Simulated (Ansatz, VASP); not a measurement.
# Two plane-wave programs on Zr2N

```
Zr N
1.0
     5.52140    0.00000    0.00000
     0.00000    5.52140    0.00000
     0.00000    0.00000    3.09567
Zr N
4 2
Direct
  0.29625 0.29625 0.00000
  0.70375 0.70375 0.00000
  0.79625 0.20375 0.50000
  0.20375 0.79625 0.50000
  0.00000 0.00000 0.00000
  0.50000 0.50000 0.50000
```

Alike in both runs: task single point; functional PBEsol; k mesh 10 × 10 × 16; occupations gaussian, width 0.15 eV; no spin polarisation.

|  | VASP | Ansatz |
| --- | --- | --- |
| version | VASP 6.6.1 | Ansatz 0.2.0 |
| potentials or method | VASP PAW PBE potentials, release 64 (Zr_sv, N), cutoff 520 eV | scalar-relativistic, plane waves, PAW |
| valence electrons in the cell | 58 | 58 |

|  | VASP | Ansatz | Ansatz less VASP |
| --- | --- | --- | --- |
| gap on the k mesh at the Fermi level (eV) | none | none | - |
| pressure (GPa) | 1.3 | 1.0 | -0.25 |
| traceless stress, the component that is largest in VASP (GPa) | 15.44 | 15.42 | -0.019 |
| rms of the force components (eV/Å) | 0.039 | 0.044 | +0.0052 |

VASP's potentials were made for PBE, not for PBEsol. Atom by atom the forces differ by 0.005 eV/Å (rms over components). A gap of «none» marks a metal or a gap that the smearing closes.
